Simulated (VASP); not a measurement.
Set up this calculation in VASP 6.6.1, as the native input.

| Quantity | Value |
| --- | --- |
| Task | single point |
| Functional | PBE |
| Potentials or basis | VASP PAW PBE potentials, release 64 (C, O) |
| Cutoff | 520 eV |
| k mesh | 4 × 4 × 4 |
| Occupations | gaussian, width 0.05 eV |
| Spin | no spin polarisation |
| Dipole correction | no |
| Further INCAR settings | ALGO = Normal; EDIFF = 1e-06; NBANDS = 44 |

The structure of CO2 lies in POSCAR:

```
CO2
1.0
    6.0577362522      0.0000000000      0.0000000000
    0.0000000000      6.0577362522      0.0000000000
    0.0000000000      0.0000000000      6.1788909772
C O
4 8
Direct
    0.0000000000      0.0000000000      0.0000000000
    0.5000000000      0.0000000000      0.5000000000
    0.5000000000      0.5000000000      0.0000000000
    0.0000000000      0.5000000000      0.5000000000
    0.1114834447      0.1114834447      0.1114834447
    0.3885165553      0.8885165553      0.6114834447
    0.6114834447      0.3885165553      0.8885165553
    0.8885165553      0.6114834447      0.3885165553
    0.8885165553      0.8885165553      0.8885165553
    0.6114834447      0.1114834447      0.3885165553
    0.3885165553      0.6114834447      0.1114834447
    0.1114834447      0.3885165553      0.6114834447
```

This cell differs from its parent crystal: engineering shear strain xz +0.0000, normal strain along z +0.0200.

These files were run (other wordings do the same):

INCAR

```
  PREC = Accurate
  ENCUT = 520
  EDIFF = 1E-6
  ISMEAR = 0
  SIGMA = 0.05
  LREAL = False
  LASPH = True
  NELM = 60
  ALGO = Normal
  ISIF = 2
  LWAVE = False
  LCHARG = False
  GGA = PE
  NBANDS = 44
```

KPOINTS

```
Automatic mesh
0
Gamma
  4 4 4
```

Potentials or basis: VASP PAW PBE potentials, release 64 (C, O).

Launch:

```console
$ cat potpaw_PBE.64/C/POTCAR potpaw_PBE.64/O/POTCAR > POTCAR
$ mpirun -np 1 vasp_std > vasp.out
```

Results of the run:

* Pressure: -0.6 GPa
* Largest force: 0.172 eV/Å
* Band gap on the k mesh: 6.54 eV

Caveat: the cell differs from its parent crystal (engineering shear strain xz +0.0000, normal strain along z +0.0200); this functional lacks dispersion, which holds the molecules together, so the pressure and a relaxed volume are unreliable.

Run time: 2.3 min on 1 thread of Intel(R) Xeon(R) 6975P-C (Granite Rapids), on a shared host, peak memory 0.43 GiB.
